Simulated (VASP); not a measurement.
Input of a VASP 6.6.1 run:

The input INCAR:

```
SYSTEM = SiGe3
PREC = Accurate
ENCUT = 520
EDIFF = 1E-7
ISMEAR = 0
SIGMA = 0.01
LREAL = .False.
LASPH = .True.
NELM = 80
ALGO = Normal
ISIF = 2
LWAVE = .False.
LCHARG = .True.
GGA = PE
LELF = .True.
LVHAR = .True.
NBANDS = 31
```

File KPOINTS:

```
regular mesh
0
Gamma
  6 6 4
  0 0 0
```

Contents of POSCAR:

```
SiGe3
1.0
    4.0190301947      0.0000000000      0.0000000000
    0.0000000000      4.0190301947      0.0000000000
    0.0000000000      0.0000000000      5.6578734330
Si Ge
1 3
Direct
    0.0000000000      0.0000000000      0.0000000000
    0.0000000000      0.5000000000      0.2435039931
    0.5000000000      0.5000000000      0.5000000000
    0.5000000000      0.0000000000      0.7564960069
```

Potentials or basis: VASP PAW PBE potentials, release 64 (Si, Ge_d).

Run with:

```console
$ cat potpaw_PBE.64/Si/POTCAR potpaw_PBE.64/Ge_d/POTCAR > POTCAR
$ mpirun -np 1 vasp_std > vasp.out
```

**Question.** What does it give for the band gap on the k mesh?

**Answer.** 0.18 eV, indirect (least direct gap 0.43 eV).

**Question.** Predict the largest force.

**Answer.** 0.003 eV/Å.

**Question.** What does it give for the pressure?

**Answer.** -0.1 GPa.

Forces on the atoms (eV/Å):
```
Si   0.000  0.000  0.000
Ge   0.000  0.000 -0.003
Ge   0.000  0.000  0.000
Ge   0.000  0.000  0.003
```

A k mesh can miss the band edges.
